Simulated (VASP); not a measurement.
# AlRu (Pm-3m) in VASP: notebook

AlRu is run at these levels: PBE; tasks: single point.

All numbers are computed with VASP 6.6.1; they aren't measurements. Logs are shortened: lines on timing, memory, paths and dates and some standing lists are left out, and cuts for length are marked.

**1. The cell of the first run**

It takes space group Pm-3m (No. 221, cubic). The conventional cell has a = 2.992 Å, b = 2.992 Å, c = 2.992 Å, α = 90.00°, β = 90.00°, γ = 90.00°. Within 3.4 Å of Ru (site symmetry m-3m) lie 8 Al at 2.59 Å and 6 Ru at 2.99 Å. Within 3.4 Å of Al (site symmetry m-3m) lie 8 Ru at 2.59 Å and 6 Al at 2.99 Å.

**2. Single point, PBE**

The input, INCAR:

```
SYSTEM = AlRu
PREC = Accurate
ENCUT = 520
EDIFF = 1E-6
ISMEAR = 0
SIGMA = 0.011
LREAL = .FALSE.
LASPH = .TRUE.
NELM = 80
ALGO = Normal
ISIF = 2
LWAVE = .FALSE.
LCHARG = .FALSE.
GGA = PE
NBANDS = 16
```

The input, KPOINTS:

```
Automatic mesh
0
G
  9 9 9
  0 0 0
```

The input, POSCAR:

```
AlRu
1.0
    2.9916000000      0.0000000000      0.0000000000
    0.0000000000      2.9916000000      0.0000000000
    0.0000000000      0.0000000000      2.9916000000
Ru Al
1 1
Direct
    0.5000000000      0.5000000000      0.5000000000
    0.0000000000      0.0000000000      0.0000000000
```

Potentials or basis: VASP PAW PBE potentials, release 64 (Ru_pv, Al).

On the command line:

```console
$ cat potpaw_PBE.64/Ru_pv/POTCAR potpaw_PBE.64/Al/POTCAR > POTCAR
$ mpirun -np 1 vasp_std > vasp.out
```

OUTCAR:

```text
SYSTEM = AlRu
   PREC = Accurate
   ENCUT = 520
   EDIFF = 1E-6
   ISMEAR = 0
   LREAL = .FALSE.
   LASPH = .TRUE.
   NELM = 80
   ISIF = 2
   GGA = PE

 ion  position               nearest neighbor table
   1  0.500  0.500  0.500-   2 2.59   2 2.59   2 2.59   2 2.59   2 2.59   2 2.59   2 2.59   2 2.59

   2  0.000  0.000  0.000-   1 2.59   1 2.59   1 2.59   1 2.59   1 2.59   1 2.59   1 2.59   1 2.59

  LATTYP: Found a simple cubic cell.
 ALAT       =     2.9916000000

  Lattice vectors:

 A1 = (   2.9916000000,   0.0000000000,   0.0000000000)
 A2 = (   0.0000000000,   2.9916000000,   0.0000000000)
 A3 = (   0.0000000000,   0.0000000000,   2.9916000000)

Analysis of symmetry for initial positions (statically):
=====================================================================
 Subroutine PRICEL returns:
 Original cell was already a primitive cell.

 Routine SETGRP: Setting up the symmetry group for a
 simple cubic supercell.

 Subroutine GETGRP returns: Found 48 space group operations
 (whereof 48 operations were pure point group operations)
 out of a pool of 48 trial point group operations.

The static configuration has the point symmetry O_h .

Analysis of symmetry for dynamics (positions and initial velocities):
=====================================================================
 Subroutine PRICEL returns:
 Original cell was already a primitive cell.

 Routine SETGRP: Setting up the symmetry group for a
 simple cubic supercell.

 Subroutine GETGRP returns: Found 48 space group operations
 (whereof 48 operations were pure point group operations)
 out of a pool of 48 trial point group operations.

The dynamic configuration has the point symmetry O_h .

 Subroutine INISYM returns: Found 48 space group operations
 (whereof 48 operations are pure point group operations),
 and found     1 'primitive' translations

----------------------------------------------------------------------------------------

                                     Primitive cell

  volume of cell :      26.7738

  direct lattice vectors                    reciprocal lattice vectors
     2.991600000  0.000000000  0.000000000     0.334269287  0.000000000  0.000000000
     0.000000000  2.991600000  0.000000000     0.000000000  0.334269287  0.000000000
     0.000000000  0.000000000  2.991600000     0.000000000  0.000000000  0.334269287

  length of vectors
     2.991600000  2.991600000  2.991600000     0.334269287  0.334269287  0.334269287

  position of ions in fractional coordinates (direct lattice)
     0.500000000  0.500000000  0.500000000
     0.000000000  0.000000000  0.000000000

  ion indices of the primitive-cell ions
[... 79 lines left out ...]
   IBRION =     -1    ionic relax: 0-MD 1-quasi-New 2-CG
   NFREE  =      0    steps in history (QN), initial steepest desc. (CG)
   ISIF   =      2    stress and relaxation
   ISYM   =      2    0-nonsym 1-usesym 2-fastsym
   POTIM  = 0.5000    time-step for ionic-motion
   TEBEG  =    0.0;   TEEND  =   0.0 temperature during run
   PSTRESS=    0.0 pullay stress
   NELECT =      17.0000    total number of electrons
   NUPDOWN=      -1.0000    fix difference up-down
   EMIN   =  10.00;   EMAX   =-10.00  energy-range for DOS
   EFERMI =   0.00;   METHOD = LEGACY
   ISMEAR =     0;   SIGMA  =   0.01  broadening in eV -4-tet -1-fermi 0-gaus
   EFERMI_NEDOS =   21; number of points for ismear=-14 and -15
   IALGO  =     38    algorithm
   IMIX   =      4    mixing-type and parameters
     AMIX     =   0.40;   BMIX     =  1.00
     AMIX_MAG =   1.60;   BMIX_MAG =  1.00
  volume/ion in A,a.u.               =      13.39        90.34
  Fermi-wavevector in a.u.,A,eV,Ry     =   1.407087  2.659009 26.938090  1.979894
  Thomas-Fermi vector in A             =   2.529382
   LORBIT       =      0    0 simple, 1 ext, 2 COOP (PROOUT), +10 PAW based schemes
   GGA     = PE    functional components
   LHFCALC =     F    Hartree Fock is set to
   AEXX    =    0.0000 exact exchange contribution
   IVDW    =     0    specifies the selected vdW correction
   LEPSILON=     F    determine dielectric tensor
   LRPA    =     F    only Hartree local field effects (RPA)
 non-spin polarized calculation
 Gauss-broadening in eV      SIGMA  =   0.01
  energy-cutoff  :      520.00
  volume of cell :       26.77
 maximum number of plane-waves:       739
 NGX is ok and might be reduce to    24
   NGX = 11   NGY = 11   NGZ = 11

 number of electron      16.9999995 magnetization

 Free energy of the ion-electron system (eV)
  ---------------------------------------------------
  ext. energy  EPLUGINS =         0.00000000
  ---------------------------------------------------
  free energy    TOTEN  =       -14.25135115 eV

  energy without entropy =      -14.25107041  energy(sigma->0) =      -14.25121078

 E-fermi :  10.6156     XC(G=0): -12.5692

 val. band max:       10.5982621656   @ k =   0.4444   0.4444   0.1111
 cond. band min:      10.6179074243   @ k =   0.4444   0.4444   0.1111
 fundamental gap:      0.0196452586
 Fermi energy:        10.6155591467

 k-point     1 :       0.0000    0.0000    0.0000
  band No.  band energies     occupation
      1     -31.0874      2.00000
      2     -31.0874      2.00000
      3     -31.0874      2.00000
      4       1.0426      2.00000
      5       7.1399      2.00000
      6       7.1399      2.00000
[... 433 lines left out ...]
      3     -31.0798      2.00000
      4       4.8761      2.00000
      5       6.9527      2.00000
      6       8.1912      2.00000
[... 8 lines left out ...]
     15      23.7636      0.00000
     16      24.2636      0.00000

 [... further k-points ...]

------------------------ aborting loop because EDIFF is reached ----------------------------------------

  FORCE on cell =-STRESS in cart. coord.  units (eV):
  Direction    XX          YY          ZZ          XY          YZ          ZX
  --------------------------------------------------------------------------------------
  -------------------------------------------------------------------------------------
  Total        0.4178141      0.4178141      0.4178141      0.0000000      0.0000000     -0.0000000
  in kB       25.0024832     25.0024832     25.0024832      0.0000000      0.0000000     -0.0000000
  external PRESSURE =      25.0024832 kB  Pullay stress =       0.0000000 kB

 VOLUME and BASIS-vectors are now :
 -----------------------------------------------------------------------------
  energy-cutoff  :      520.00
  volume of cell :       26.77
      direct lattice vectors                 reciprocal lattice vectors
     2.991600000  0.000000000  0.000000000     0.334269287  0.000000000  0.000000000
     0.000000000  2.991600000  0.000000000     0.000000000  0.334269287  0.000000000
     0.000000000  0.000000000  2.991600000     0.000000000  0.000000000  0.334269287

 POSITION                                       TOTAL-FORCE (eV/Angst)
 -----------------------------------------------------------------------------------
      1.49580      1.49580      1.49580         0.000000      0.000000      0.000000
      0.00000      0.00000      0.00000         0.000000      0.000000      0.000000
 -----------------------------------------------------------------------------------
    total drift:                                0.000000     -0.000000     -0.000000

  FREE ENERGIE OF THE ION-ELECTRON SYSTEM (eV)
  ---------------------------------------------------
  free  energy   TOTEN  =       -14.2513511471 eV

  energy  without entropy=      -14.2510704125  energy(sigma->0) =      -14.25121078
```

It took 6 s on 1 thread of Intel Xeon Platinum 8488C (Sapphire Rapids), shared host; peak memory 0.15 GiB.

Results:

| Quantity | Value |
| --- | --- |
| Free energy | -14.2514 eV |
| Pressure | 2.5 GPa |

Levels at points of the mesh, in eV from the Fermi level:
```csv
k point,band 5,band 6,band 7,band 8,band 9,band 10,band 11,band 12,band 13,band 14
"(0.00, 0.00, 0.00)",-3.48,-3.48,0.25,0.25,0.25,6.18,6.18,6.18,11.08,11.08
```

**3. Single point, PBE (volume scaled by 0.94)**

The input, INCAR:

```
PREC = Accurate
ENCUT = 520
EDIFF = 1E-6
ISMEAR = -1
SIGMA = 0.05
LREAL = F
LASPH = T
NELM = 60
ALGO = Fast
ISIF = 2
LWAVE = F
LCHARG = F
GGA = PE
NBANDS = 16
```

The input, KPOINTS:

```
Automatic mesh
0
Gamma
  9 9 9
```

The input, POSCAR:

```
AlRu
1.0
    2.9305298028      0.0000000000      0.0000000000
    0.0000000000      2.9305298028      0.0000000000
    0.0000000000      0.0000000000      2.9305298028
Ru Al
1 1
Direct
    0.5000000000      0.5000000000      0.5000000000
    0.0000000000      0.0000000000      0.0000000000
```

Potentials or basis: VASP PAW PBE potentials, release 64 (Ru_pv, Al).

On the command line:

```console
$ cat potpaw_PBE.64/Ru_pv/POTCAR potpaw_PBE.64/Al/POTCAR > POTCAR
$ mpirun -np 1 vasp_std > vasp.out
```

Run time: 8.4 s. Hardware: 1 thread of AMD EPYC 9R14 (Zen 4), shared host; peak memory 0.11 GiB.

The run converged. Its results:

* Free energy: -14.1621 eV
* Pressure: 17.7 GPa

Levels at points of the mesh, in eV from the Fermi level:
| k point | band 6 | band 7 | band 8 | band 9 | band 10 | band 11 | band 12 | band 13 |
| --- | --- | --- | --- | --- | --- | --- | --- | --- |
| (0.00, 0.00, 0.00) | -3.84 | 0.26 | 0.26 | 0.26 | 6.47 | 6.47 | 6.47 | 11.44 |

**4. Single point, PBE (volume scaled by 0.96)**

The input, INCAR:

```
SYSTEM = AlRu
PREC     = Accurate       ! precision mode
ENCUT    = 520            ! plane-wave cutoff, eV
EDIFF    = 1E-7           ! SCF threshold, eV
ISMEAR   = -1             ! smearing method
SIGMA    = 0.05           ! smearing width, eV
LREAL    = .FALSE.        ! projectors in reciprocal space
LASPH    = .TRUE.         ! aspherical terms in the spheres
NELM     = 80             ! most SCF steps
ALGO     = Normal         ! electronic algorithm
ISIF     = 2              ! what is computed and relaxed
LWAVE    = .FALSE.        ! write WAVECAR
LCHARG   = .FALSE.        ! write CHGCAR
GGA      = PE             ! functional
NBANDS   = 16             ! bands
```

The input, KPOINTS:

```
regular mesh
0
G
  9 9 9
  0 0 0
```

The input, POSCAR:

```
AlRu
1.0
    2.9511680166      0.0000000000      0.0000000000
    0.0000000000      2.9511680166      0.0000000000
    0.0000000000      0.0000000000      2.9511680166
Ru Al
1 1
Direct
    0.5000000000      0.5000000000      0.5000000000
    0.0000000000      0.0000000000      0.0000000000
```

Potentials or basis: VASP PAW PBE potentials, release 64 (Ru_pv, Al).

On the command line:

```console
$ cat potpaw_PBE.64/Ru_pv/POTCAR potpaw_PBE.64/Al/POTCAR > POTCAR
$ mpirun -np 1 vasp_std > vasp.out
```

OUTCAR:

```text
SYSTEM = AlRu
   PREC = Accurate
   ENCUT = 520
   EDIFF = 1E-7
   ISMEAR = -1
   LREAL = .FALSE.
   LASPH = .TRUE.
   NELM = 80
   ISIF = 2
   GGA = PE

 ion  position               nearest neighbor table
   1  0.500  0.500  0.500-   2 2.56   2 2.56   2 2.56   2 2.56   2 2.56   2 2.56   2 2.56   2 2.56

   2  0.000  0.000  0.000-   1 2.56   1 2.56   1 2.56   1 2.56   1 2.56   1 2.56   1 2.56   1 2.56

  LATTYP: Found a simple cubic cell.
 ALAT       =     2.9511680166

  Lattice vectors:

[... 626 lines left out ...]
      3     -30.4935      2.00000
      4       5.2726      2.00000
      5       7.3894      2.00000
      6       8.6599      2.00000
[... 8 lines left out ...]
     15      24.7211      0.00000
     16      25.1706      0.00000

 [... further k-points ...]
[... 5 lines left out ...]
  --------------------------------------------------------------------------------------
  -------------------------------------------------------------------------------------
  Total        1.9440830      1.9440830      1.9440830      0.0000000      0.0000000     -0.0000000
  in kB      121.1835248    121.1835248    121.1835248      0.0000000      0.0000000     -0.0000000
  external PRESSURE =     121.1835248 kB  Pullay stress =       0.0000000 kB

 VOLUME and BASIS-vectors are now :
 -----------------------------------------------------------------------------
  energy-cutoff  :      520.00
  volume of cell :       25.70
      direct lattice vectors                 reciprocal lattice vectors
     2.951168017  0.000000000  0.000000000     0.338848888  0.000000000  0.000000000
     0.000000000  2.951168017  0.000000000     0.000000000  0.338848888  0.000000000
     0.000000000  0.000000000  2.951168017     0.000000000  0.000000000  0.338848888

 POSITION                                       TOTAL-FORCE (eV/Angst)
 -----------------------------------------------------------------------------------
      1.47558      1.47558      1.47558         0.000000      0.000000      0.000000
      0.00000      0.00000      0.00000         0.000000      0.000000      0.000000
 -----------------------------------------------------------------------------------
    total drift:                                0.000000     -0.000000     -0.000000

  FREE ENERGIE OF THE ION-ELECTRON SYSTEM (eV)
  ---------------------------------------------------
  free  energy   TOTEN  =       -14.2121439945 eV

  energy  without entropy=      -14.1975607651  energy(sigma->0) =      -14.20485238
```

Wall time 8 s (1 thread of AMD EPYC 9R14 (Zen 4), shared host); peak memory 0.11 GiB.

What came out:

| Item | Value |
| --- | --- |
| Free energy | -14.2121 eV |
| Pressure | 12.1 GPa |

**5. Single point, PBE (volume scaled by 0.98)**

The input, INCAR:

```
SYSTEM = AlRu
ALGO = Normal
EDIFF = 1E-6
ENCUT = 520
GGA = PE
ISIF = 2
ISMEAR = -1
LASPH = .True.
LCHARG = .True.
LELF = .True.
LREAL = .False.
LVHAR = .True.
LWAVE = .False.
NBANDS = 16
NELM = 60
PREC = Accurate
SIGMA = 0.05
```

The input, KPOINTS:

```
k-points
0
Gamma
  9 9 9
  0 0 0
```

The input, POSCAR:

```
AlRu
1.0
    2.9715215427      0.0000000000      0.0000000000
    0.0000000000      2.9715215427      0.0000000000
    0.0000000000      0.0000000000      2.9715215427
Ru Al
1 1
Direct
    0.5000000000      0.5000000000      0.5000000000
    0.0000000000      0.0000000000      0.0000000000
```

On the command line:

```console
$ cat potpaw_PBE.64/Ru_pv/POTCAR potpaw_PBE.64/Al/POTCAR > POTCAR
$ mpirun -np 1 vasp_std > vasp.out
```

It took 7.3 s on 1 thread of AMD EPYC 9R14 (Zen 4), shared host; peak memory 0.11 GiB.

It converged, with:

- Free energy: -14.2443 eV
- Pressure: 7.0 GPa

Levels at points of the mesh, in eV from the Fermi level:
| k point | band 6 | band 7 | band 8 | band 9 | band 10 | band 11 | band 12 | band 13 |
| --- | --- | --- | --- | --- | --- | --- | --- | --- |
| (0.00, 0.00, 0.00) | -3.60 | 0.25 | 0.25 | 0.25 | 6.26 | 6.26 | 6.26 | 11.18 |

**6. Single point, PBE**

The input, INCAR:

```
SYSTEM = AlRu
PREC = Accurate
ENCUT = 520
EDIFF = 1E-6
ISMEAR = -1
SIGMA = 0.05
LREAL = .FALSE.
LASPH = .TRUE.
NELM = 80
ALGO = Fast
ISIF = 2
LWAVE = .FALSE.
LCHARG = .TRUE.
GGA = PE
LELF = .TRUE.
LVHAR = .TRUE.
NBANDS = 16
```

The input, KPOINTS:

```
Automatic mesh
0
G
  9 9 9
  0 0 0
```

The input, POSCAR:

```
AlRu
1.0
    2.9916000000      0.0000000000      0.0000000000
    0.0000000000      2.9916000000      0.0000000000
    0.0000000000      0.0000000000      2.9916000000
Ru Al
1 1
Direct
    0.5000000000      0.5000000000      0.5000000000
    0.0000000000      0.0000000000      0.0000000000
```

Potentials or basis: VASP PAW PBE potentials, release 64 (Ru_pv, Al).

On the command line:

```console
$ cat potpaw_PBE.64/Ru_pv/POTCAR potpaw_PBE.64/Al/POTCAR > POTCAR
$ mpirun -np 1 vasp_std > vasp.out
```

Run time: 9.1 s. Hardware: 1 thread of AMD EPYC 9R14 (Zen 4), shared host; peak memory 0.11 GiB.

The run converged. Its results:

```
Free energy : -14.2603 eV
Pressure    : 2.4 GPa
```

Levels at points of the mesh, in eV from the Fermi level:
```tsv
k point	band 6	band 7	band 8	band 9	band 10	band 11	band 12	band 13
(0.00, 0.00, 0.00)	-3.49	0.24	0.24	0.24	6.16	6.16	6.16	11.06
```

**7. Summary**

| cell | smearing | gap on the mesh (eV) | pressure (GPa) |
| --- | --- | --- | --- |
| a = 2.992 Å, 2 atoms | gaussian 0.011 eV | none | 2.5 |
| a = 2.931 Å, 2 atoms | fermi-dirac 0.05 eV | none | 17.7 |
| a = 2.951 Å, 2 atoms | fermi-dirac 0.05 eV | none | 12.1 |
| a = 2.972 Å, 2 atoms | fermi-dirac 0.05 eV | none | 7.0 |
| a = 2.992 Å, 2 atoms | fermi-dirac 0.05 eV | none | 2.4 |

Alike in all rows: task single point; level PBE; potentials or basis VASP PAW PBE potentials, release 64 (Ru_pv, Al); no spin polarisation; k mesh 9 × 9 × 9; cutoff (eV) 520.

Absolute energies hang on the potentials; compare differences alone.
